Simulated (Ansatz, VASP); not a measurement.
## Two plane-wave programs on NaH

```
Na H
1.0
     0.00000    2.37300    2.37300
     2.37300    0.00000    2.37300
     2.37300    2.37300    0.00000
Na H
1 1
Direct
  0.00000 0.00000 0.00000
  0.50000 0.50000 0.50000
```

Alike in both runs: task single point; functional r2SCAN; k mesh 8 × 8 × 8; occupations gaussian, width 0.02 eV; no spin polarisation.

```csv
,VASP,Ansatz
version,VASP 6.6.1,Ansatz 0.2.0
potentials or method,"VASP PAW PBE potentials, release 64 (Na_pv, H), cutoff 520 eV","scalar-relativistic, plane waves, PAW"
valence electrons in the cell,8,10
```

```tsv
	VASP	Ansatz	Ansatz less VASP
gap on the k mesh at the Fermi level (eV)	4.47	4.46	-0.010
least direct gap on the mesh (eV)	5.32	5.33	+0.011
pressure (GPa)	0.6	0.8	+0.18
```

VASP's potentials were made for PBE, not for r2SCAN. VASP's potentials hold 8 valence electrons a cell and Ansatz's 10, so a difference there can come from the potentials and not from the codes.
